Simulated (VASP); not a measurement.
Input of a VASP 6.6.1 run:

Contents of INCAR:

```
SYSTEM = Ge2As
ALGO     = Normal         ! electronic algorithm
EDIFF    = 1E-6           ! SCF threshold, eV
ENCUT    = 520            ! plane-wave cutoff, eV
GGA      = PE             ! functional
ISIF     = 2              ! what is computed and relaxed
ISMEAR   = -1             ! smearing method
ISYM     = 0            
LASPH    = .True.         ! aspherical terms in the spheres
LCHARG   = .False.        ! write CHGCAR
LREAL    = Auto         
LWAVE    = .False.        ! write WAVECAR
NBANDS   = 132            ! bands
NELM     = 100            ! most SCF steps
PREC     = Accurate       ! precision mode
SIGMA    = 0.1034         ! smearing width, eV
```

KPOINTS

```
Automatic mesh
0
Gamma
  1 1 1
  0.25 0.25 0.25
```

File POSCAR:

```
Ge2As
1.0
    8.2985660000      0.1181100000      0.0324410000
    0.1181100000      7.7552490000     -0.1054300000
    0.0324410000     -0.1054300000      7.8345330000
As Ge
7 14
Direct
    0.5774796270      0.2168246341      0.7683500477
    0.6554262718      0.2102083716      0.1418918760
    0.4741000672      0.8692017762      0.8294713499
    0.7536483600      0.4996355916      0.4363732304
    0.6000217271      0.6598716995      0.1413535393
    0.9046351889      0.9677564108      0.4238300213
    0.1899219706      0.1274867167      0.0232278894
    0.1928919631      0.6039944711      0.8379682017
    0.5858448369      1.0023875221      0.5152419837
    0.3978492692      0.4170747062     -0.0121485788
    0.4404054510      0.5971031395      0.6572684537
    0.4247610998      0.9214956661      0.2413343097
    0.8542443157      0.9123478225      0.9699073692
    0.1358459040      0.2491962113      0.4884324030
    0.1908035626      0.8265654297      0.3906907961
    0.8576491600      0.4856326460      0.0659587819
    0.5067209205      0.3115982795      0.4161439199
    0.1874333381      0.5216958502      0.2769512706
    0.7682332753      0.7772282312      0.6515839447
    0.8740053374      0.1968338004      0.7046941509
    0.2439895272      0.0019589724      0.6860279062
```

Potentials or basis: VASP PAW PBE potentials, release 64 (As, Ge_d).

The run is started by

```sh
$ cat potpaw_PBE.64/As/POTCAR potpaw_PBE.64/Ge_d/POTCAR > POTCAR
$ mpirun -np 1 vasp_std > vasp.out
```

Q: What does it give for the pressure?

A: -0.9 GPa.

Q: Predict the largest force.

A: 1.453 eV/Å.

Forces on the atoms (eV/Å):
```
As  -0.085  0.222  0.149
As   0.348 -0.150 -0.168
As   0.370 -0.349  1.072
As   0.224  0.691 -0.699
As  -0.191 -0.394 -0.432
As   0.460  0.099 -0.049
As   0.068 -0.264 -0.621
Ge  -0.689  0.244 -0.274
Ge  -0.062 -0.308 -0.369
Ge   0.176 -0.311  1.409
Ge  -0.392 -0.412 -0.837
Ge   0.571  0.894 -0.556
Ge  -0.027  0.186  0.302
Ge  -0.064  0.343 -0.136
Ge  -0.956  0.016  0.998
Ge  -0.005 -0.322  0.186
Ge  -0.548  0.736  0.062
Ge   0.117 -0.909 -0.511
Ge   0.653 -0.518  0.081
Ge   0.778  0.136  0.312
Ge  -0.747  0.370  0.082
```

Caveat: the k points lie up to 0.81 Å⁻¹ apart.
